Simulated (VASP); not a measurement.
# Fe (P6_3/mmc) in VASP: further runs, part 2 of 2

VASP 6.6.1.

## Step 3: Single point, LDA, collinear spin, ferromagnetic start

This run uses another cell than the first one, of 10.45 Å³/atom.

File INCAR:

```
PREC = Accurate
ENCUT = 690
EDIFF = 1E-6
ISMEAR = -1
SIGMA = 0.05
LREAL = F
LASPH = T
NELM = 200
ALGO = Normal
ISIF = 2
LWAVE = F
LCHARG = F
ISPIN = 2
MAGMOM = 3 3
LORBIT = 11
LMAXMIX = 4
NBANDS = 27
GGA_COMPAT = F
```

File KPOINTS:

```
regular mesh
0
Gamma
  12 12 7
```

File POSCAR:

```
Fe
1.0
    2.4818982858      0.0000000000      0.0000000000
   -1.2409491429      2.1493869651      0.0000000000
    0.0000000000      0.0000000000      3.9172856485
Fe
2
Direct
    0.6666666667      0.3333333333      0.7500000000
    0.3333333333      0.6666666667      0.2500000000
```

Potentials or basis: VASP PAW LDA potentials, release 64 (Fe_sv).

The run is started by

```console
cat potpaw_LDA.64/Fe_sv/POTCAR > POTCAR
mpirun -np 1 vasp_std > vasp.out
```

OUTCAR:

```text
PREC = Accurate
   ENCUT = 690
   EDIFF = 1E-6
   ISMEAR = -1
   LREAL = F
   LASPH = T
   NELM = 200
   ISIF = 2
   ISPIN = 2
   LORBIT = 11

 ion  position               nearest neighbor table
   1  0.667  0.333  0.750-   2 2.43   2 2.43   2 2.43   2 2.43   2 2.43   2 2.43
   2  0.333  0.667  0.250-   1 2.43   1 2.43   1 2.43   1 2.43   1 2.43   1 2.43

  LATTYP: Found a hexagonal cell.
 ALAT       =     2.4818982858
 C/A-ratio  =     1.5783425416

  Lattice vectors:

 A1 = (   2.4818982858,   0.0000000000,   0.0000000000)
 A2 = (  -1.2409491429,   2.1493869651,   0.0000000000)
 A3 = (   0.0000000000,   0.0000000000,   3.9172856485)

Analysis of symmetry for initial positions (statically):
=====================================================================
 Subroutine PRICEL returns:
 Original cell was already a primitive cell.

 Routine SETGRP: Setting up the symmetry group for a
 hexagonal supercell.

 Subroutine GETGRP returns: Found 24 space group operations
 (whereof 12 operations were pure point group operations)
 out of a pool of 24 trial point group operations.

The static configuration has the point symmetry D_3d.
 The point group associated with its full space group is D_6h.

Analysis of symmetry for dynamics (positions and initial velocities):
=====================================================================
 Subroutine PRICEL returns:
 Original cell was already a primitive cell.

 Routine SETGRP: Setting up the symmetry group for a
 hexagonal supercell.

 Subroutine GETGRP returns: Found 24 space group operations
 (whereof 12 operations were pure point group operations)
 out of a pool of 24 trial point group operations.

The dynamic configuration has the point symmetry D_3d.
 The point group associated with its full space group is D_6h.

Analysis of structural, dynamic, and magnetic symmetry:
=====================================================================
 Subroutine PRICEL returns:
 Original cell was already a primitive cell.

 Routine SETGRP: Setting up the symmetry group for a
 hexagonal supercell.

 Subroutine GETGRP returns: Found 24 space group operations
 (whereof 12 operations were pure point group operations)
 out of a pool of 24 trial point group operations.

The overall configuration has the point symmetry D_3d.
 The point group associated with its full space group is D_6h.

 Subroutine INISYM returns: Found 24 space group operations
 (whereof 12 operations are pure point group operations),
 and found     1 'primitive' translations

----------------------------------------------------------------------------------------

                                     Primitive cell

  volume of cell :      20.8970

  direct lattice vectors                    reciprocal lattice vectors
     2.481898286  0.000000000  0.000000000     0.402917398  0.232624468  0.000000000
    -1.240949143  2.149386965  0.000000000     0.000000000  0.465248937  0.000000000
     0.000000000  0.000000000  3.917285649     0.000000000  0.000000000  0.255278805

  length of vectors
     2.481898286  2.481898286  3.917285649     0.465248937  0.465248937  0.255278805

  position of ions in fractional coordinates (direct lattice)
     0.666666667  0.333333333  0.750000000
[... 70 lines left out ...]
   ISTART =      0    job   : 0-new  1-cont  2-samecut
   ICHARG =      2    charge: 1-file 2-atom 10-const
   ISPIN  =      2    spin polarized calculation?
   LNONCOLLINEAR =      F non collinear calculations
   LSORBIT =      F    spin-orbit coupling
   LASPH  =      T    aspherical Exc in radial PAW
   ENCUT  =  690.0 eV  50.71 Ry    7.12 a.u.   5.32  5.32  8.39*2*pi/ulx,y,z
   NELM   =    200;   NELMIN=  2; NELMDL= -5     # of ELM steps
   EDIFF  = 0.1E-05   stopping-criterion for ELM
   LREAL  =      F    real-space projection
   EDIFFG = 0.1E-04   stopping-criterion for IOM
   NSW    =      0    number of steps for IOM
   IBRION =     -1    ionic relax: 0-MD 1-quasi-New 2-CG
   NFREE  =      0    steps in history (QN), initial steepest desc. (CG)
   ISIF   =      2    stress and relaxation
   ISYM   =      2    0-nonsym 1-usesym 2-fastsym
   POTIM  = 0.5000    time-step for ionic-motion
   TEBEG  =    0.0;   TEEND  =   0.0 temperature during run
   PSTRESS=    0.0 pullay stress
   NELECT =      32.0000    total number of electrons
   NUPDOWN=      -1.0000    fix difference up-down
   EMIN   =  10.00;   EMAX   =-10.00  energy-range for DOS
   EFERMI =   0.00;   METHOD = LEGACY
   ISMEAR =    -1;   SIGMA  =   0.05  broadening in eV -4-tet -1-fermi 0-gaus
   EFERMI_NEDOS =   21; number of points for ismear=-14 and -15
   IALGO  =     38    algorithm
   IMIX   =      4    mixing-type and parameters
     AMIX     =   0.40;   BMIX     =  1.00
     AMIX_MAG =   1.60;   BMIX_MAG =  1.00
  volume/ion in A,a.u.               =      10.45        70.51
  Fermi-wavevector in a.u.,A,eV,Ry     =   1.886964  3.565844 48.445340  3.560632
  Thomas-Fermi vector in A             =   2.929110
   LORBIT       =     11    0 simple, 1 ext, 2 COOP (PROOUT), +10 PAW based schemes
   GGA     = CA    functional components
   LHFCALC =     F    Hartree Fock is set to
   AEXX    =    0.0000 exact exchange contribution
   IVDW    =     0    specifies the selected vdW correction
   LEPSILON=     F    determine dielectric tensor
   LRPA    =     F    only Hartree local field effects (RPA)
 spin polarized calculation
  energy-cutoff  :      690.00
  volume of cell :       20.90
 maximum number of plane-waves:       876
 NGX is ok and might be reduce to    24
   NGX = 11   NGY = 11   NGZ = 17

 number of electron      31.9999998 magnetization       0.0059633

 number of electron      31.9999998 magnetization      -0.0002595

 Free energy of the ion-electron system (eV)
  ---------------------------------------------------
  ext. energy  EPLUGINS =         0.00000000
  ---------------------------------------------------
  free energy    TOTEN  =       -18.86356798 eV

  energy without entropy =      -18.84265049  energy(sigma->0) =      -18.85310923

 E-fermi :  13.0852     XC(G=0): -14.6743

 val. band max:       13.0733669746   @ k =   0.3333   0.3333   0.2857
 cond. band min:      13.0938080911   @ k =   0.3333   0.2500   0.2857
 fundamental gap:      0.0204411165
 Fermi energy:        13.0851821215

 spin component 1

 k-point     1 :       0.0000    0.0000    0.0000
  band No.  band energies     occupation
      1     -73.1724      1.00000
      2     -73.0433      1.00000
      3     -40.0333      1.00000
      4     -39.5128      1.00000
      5     -39.5128      1.00000
      6     -39.4191      1.00000
[... 709 lines left out ...]
     26      36.2591      0.00000
     27      37.5772      0.00000

 [... further k-points ...]

 spin component 2

 k-point     1 :       0.0000    0.0000    0.0000
  band No.  band energies     occupation
      1     -73.1726      1.00000
      2     -73.0434      1.00000
      3     -40.0334      1.00000
      4     -39.5129      1.00000
      5     -39.5129      1.00000
      6     -39.4193      1.00000
[... 709 lines left out ...]
     26      36.2591      0.00000
     27      37.5771      0.00000

 [... further k-points ...]

------------------------ aborting loop because EDIFF is reached ----------------------------------------

  FORCE on cell =-STRESS in cart. coord.  units (eV):
  Direction    XX          YY          ZZ          XY          YZ          ZX
  --------------------------------------------------------------------------------------
  -------------------------------------------------------------------------------------
  Total       -3.5074841     -3.5074841     -3.4810067      0.0000000      0.0000000      0.0000000
  in kB     -268.9196055   -268.9196055   -266.8895719      0.0000000      0.0000000      0.0000000
  external PRESSURE =    -268.2429276 kB  Pullay stress =       0.0000000 kB

 VOLUME and BASIS-vectors are now :
 -----------------------------------------------------------------------------
  energy-cutoff  :      690.00
  volume of cell :       20.90
      direct lattice vectors                 reciprocal lattice vectors
     2.481898286  0.000000000  0.000000000     0.402917398  0.232624468  0.000000000
    -1.240949143  2.149386965  0.000000000     0.000000000  0.465248937  0.000000000
     0.000000000  0.000000000  3.917285649     0.000000000  0.000000000  0.255278805

 POSITION                                       TOTAL-FORCE (eV/Angst)
 -----------------------------------------------------------------------------------
      1.24095      0.71646      2.93796        -0.000000      0.000000      0.000000
     -0.00000      1.43292      0.97932         0.000000     -0.000000      0.000000
 -----------------------------------------------------------------------------------
    total drift:                               -0.000000      0.000000     -0.000000

  FREE ENERGIE OF THE ION-ELECTRON SYSTEM (eV)
  ---------------------------------------------------
  free  energy   TOTEN  =       -18.8635679823 eV

  energy  without entropy=      -18.8426504855  energy(sigma->0) =      -18.85310923

 total charge

# of ion       s       p       d       tot
------------------------------------------
    1        2.202   6.048   5.543  13.793
    2        2.202   6.048   5.543  13.793
--------------------------------------------------
tot          4.405  12.096  11.085  27.586

 magnetization (x)

# of ion       s       p       d       tot
------------------------------------------
    1        0.000   0.000  -0.000  -0.000
    2        0.000   0.000  -0.000  -0.000
--------------------------------------------------
tot          0.000   0.000  -0.000  -0.000
```

OSZICAR:

```text
N       E                     dE             d eps       ncg     rms          rms(c)
DAV:   1     0.742762374733E+03    0.74276E+03   -0.22572E+04  8304   0.246E+03
DAV:   2     0.322631679560E+02   -0.71050E+03   -0.68278E+03  8226   0.739E+02
DAV:   3    -0.186534912624E+02   -0.50917E+02   -0.49799E+02  8999   0.253E+02
DAV:   4    -0.202842369312E+02   -0.16307E+01   -0.16296E+01  9814   0.547E+01
DAV:   5    -0.203618534673E+02   -0.77617E-01   -0.77614E-01 10097   0.120E+01    0.238E+01
DAV:   6    -0.188478528194E+02    0.15140E+01   -0.11669E+01  8726   0.716E+01    0.102E+01
DAV:   7    -0.187627579525E+02    0.85095E-01   -0.17876E+00  9038   0.289E+01    0.642E+00
DAV:   8    -0.188214700979E+02   -0.58712E-01   -0.50542E-02 11921   0.319E+00    0.292E+00
DAV:   9    -0.188563591154E+02   -0.34889E-01   -0.20387E-02 10754   0.186E+00    0.166E+00
DAV:  10    -0.188633151390E+02   -0.69560E-02   -0.92363E-03 10942   0.178E+00    0.349E-01
DAV:  11    -0.188635723435E+02   -0.25720E-03   -0.50639E-04  9357   0.379E-01    0.171E-01
DAV:  12    -0.188635653288E+02    0.70147E-05   -0.32044E-05 10884   0.103E-01    0.685E-02
DAV:  13    -0.188635666121E+02   -0.12832E-05   -0.98018E-06  9220   0.575E-02    0.200E-02
DAV:  14    -0.188635678748E+02   -0.12627E-05   -0.88709E-07  5180   0.200E-02    0.687E-03
DAV:  15    -0.188635679823E+02   -0.10749E-06   -0.29588E-07  4833   0.765E-03
   1 F= -.18863568E+02 E0= -.18853109E+02  d E =-.209175E-01  mag=     0.0002
```

Run time: 40 s. Hardware: 1 thread of Intel Xeon 6975P-C (Granite Rapids), shared host; peak memory 0.2 GiB.

What came out:

| Item | Value |
| --- | --- |
| Free energy | -18.8636 eV |
| Pressure | -26.8 GPa |
| Band gap on the k mesh | zero (filled and empty bands overlap) |
| Net moment | 0.00 μB per cell |
| Valence electrons inside the program's atomic spheres | Fe 13.79 |

Stress tensor (GPa, compression positive):
```
-26.89   0.00   0.00
  0.00 -26.89   0.00
  0.00   0.00 -26.69
```

Caveat: the cell stands under tension; the moments typed at the start vanished in this run.

## Step 4: Single point, RPBE+D3(BJ), collinear spin, ferromagnetic start

This run uses another cell than the first one, of 9.36 Å³/atom.

File INCAR:

```
  PREC = Accurate
  ENCUT = 690
  EDIFF = 1E-6
  ISMEAR = -1
  SIGMA = 0.05
  LREAL = F
  LASPH = T
  NELM = 200
  ALGO = Normal
  ISIF = 2
  LWAVE = F
  LCHARG = F
  ISPIN = 2
  MAGMOM = 3 3
  LORBIT = 11
  LMAXMIX = 4
  GGA = RP
  IVDW = 12
  NBANDS = 27
  GGA_COMPAT = F
```

KPOINTS is that of step 3.

File POSCAR:

```
Fe
1.0
    2.3877146479      0.0000000000      0.0000000000
   -1.1938573240      2.0678215421      0.0000000000
    0.0000000000      0.0000000000      3.7928064945
Fe
2
Direct
    0.6666666667      0.3333333333      0.7500000000
    0.3333333333      0.6666666667      0.2500000000
```

Potentials or basis: VASP PAW PBE potentials, release 64 (Fe_sv).

The run is started by

```console
cat potpaw_PBE.64/Fe_sv/POTCAR > POTCAR
mpirun -np 1 vasp_std > vasp.out
```

Run time: 52 s. Hardware: 1 thread of Intel Xeon Platinum 8375C at 2.90GHz (Ice Lake), shared host; peak memory 0.21 GiB.

Results (log left out):

```
Free energy                                           : -19.7320 eV
Pressure                                              : -2.3 GPa
Band gap on the k mesh                                : zero (filled and empty bands overlap)
Net moment                                            : 0.00 μB per cell
Valence electrons inside the program's atomic spheres : Fe 13.88
Dispersion energy per atom                            : -2.253 eV
```

Levels at points of the mesh, in eV from the Fermi level:
Spin up:
```tsv
k point	band 13	band 14	band 15	band 16	band 17	band 18	band 19	band 20
(0.00, 0.00, 0.00)	-1.78	-1.37	-1.37	-0.95	-0.95	0.36	0.79	0.79
(0.50, 0.00, 0.00)	-2.22	-1.77	-1.24	0.94	1.19	1.20	2.95	5.30
```
Spin down:
```
           k point  band 14  band 15  band 16  band 17  band 18  band 19
(0.00, 0.00, 0.00)    -1.37    -1.37    -0.95    -0.95     0.36     0.79
(0.50, 0.00, 0.00)    -1.77    -1.24     0.94     1.19     1.20     2.95
```

Caveat: the dispersion term is far too large for a dense solid, which distorts pressure and volume; the moments typed at the start vanished in this run; the PAW data sets were made with another functional, which shifts forces and pressure a little.

The gap in the log of VASP goes by the Fermi energy; the results here count the filled bands.